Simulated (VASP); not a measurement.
C: single point with r2SCAN

The system is C.

```
C
1.0
     2.50301    0.00000    0.00000
    -1.25150    2.16767    0.00000
     0.00000    0.00000    4.23139
C
4
Direct
  0.33333 0.66667 0.99957
  0.66667 0.33333 0.49957
  0.33333 0.66667 0.37443
  0.66667 0.33333 0.87443
```

- Program: VASP 6.6.1
- Task: single point
- Functional: r2SCAN
- Potentials or basis: VASP PAW PBE potentials, release 64 (C)
- Cutoff: 520 eV
- k mesh: 9 × 9 × 6
- Occupations: gaussian, width 0.01 eV
- Spin: no spin polarisation
- Dipole correction: no
- Further INCAR settings: ALGO = Normal; EDIFF = 1e-06; NBANDS = 16

```
Pressure               : -5.2 GPa
Largest force          : 0.017 eV/Å
Band gap on the k mesh : 3.63 eV, indirect (least direct gap 5.11 eV)
```

Forces in eV/Å, atoms in the order of the input:
```
C    0.000  0.000  0.017
C    0.000  0.000  0.017
C    0.000  0.000 -0.017
C    0.000  0.000 -0.017
```

Stress tensor (GPa, compression positive):
```
  1.18   0.00   0.00
  0.00   1.18   0.00
  0.00   0.00 -18.08
```

Levels at points of the mesh, in eV from the valence-band top:
```tsv
k point	band 5	band 6	band 7	band 8	band 9	band 10	band 11	band 12
(0.00, 0.00, 0.00)	-3.06	-0.44	0.00	0.00	5.11	5.39	5.39	8.70
(0.00, 0.00, 0.50)	-1.82	-1.82	-1.82	-1.82	7.68	7.68	7.68	7.68
```

Wall time 34 s on 1 thread of AMD EPYC 9R45 96-Core Processor (Zen 5) (shared host), peak memory 0.11 GiB.

Caveat: the PAW data sets were made with another functional, which shifts forces and pressure a little. A k mesh can miss the band edges.
